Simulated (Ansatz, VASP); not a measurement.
**Hf2Si: VASP beside Ansatz**

```xyz
6
Lattice="-3.2216 3.2216 2.5465 3.2216 -3.2216 2.5465 3.2216 3.2216 -2.5465" Properties=species:S:1:pos:R:3 pbc="T T T"
Hf    1.0085    2.2131    2.5465
Hf    2.2131   -1.0085    2.5465
Hf    2.2131    1.0085    0.0000
Hf    1.0085    4.2301    0.0000
Si    0.0000    0.0000    3.8198
Si    0.0000    0.0000    1.2733
```

Alike in both runs: functional PBEsol; dispersion D3(BJ); k mesh 10 × 10 × 10; occupations gaussian, width 0.1 eV; no spin polarisation.

Ansatz relaxed the structure, and its values are those at the end. VASP's run is a single point on that final structure, the one shown.

```csv
,VASP,Ansatz
version,VASP 6.6.1,Ansatz 0.2.0
potentials or method,"VASP PAW PBE potentials, release 64 (Hf_pv, Si), cutoff 520 eV","scalar-relativistic, plane waves, PAW"
valence electrons in the cell,48,112
```

VASP gave:

| Property | Result |
| --- | --- |
| gap on the k mesh at the Fermi level (eV) | none |
| pressure (GPa) | -0.1 |
| rms of the force components (eV/Å) | 0.001 |

Q: Estimate Ansatz's values.

A: gap on the k mesh at the Fermi level (eV): none; pressure (GPa): 0.0; rms of the force components (eV/Å): 0.007.

VASP's potentials were made for PBE, not for PBEsol. A gap of «none» marks a metal or a gap that the smearing closes. VASP's potentials hold 48 valence electrons a cell and Ansatz's 112, so a difference there can come from the potentials and not from the codes.

Neither program's run includes spin-orbit coupling.
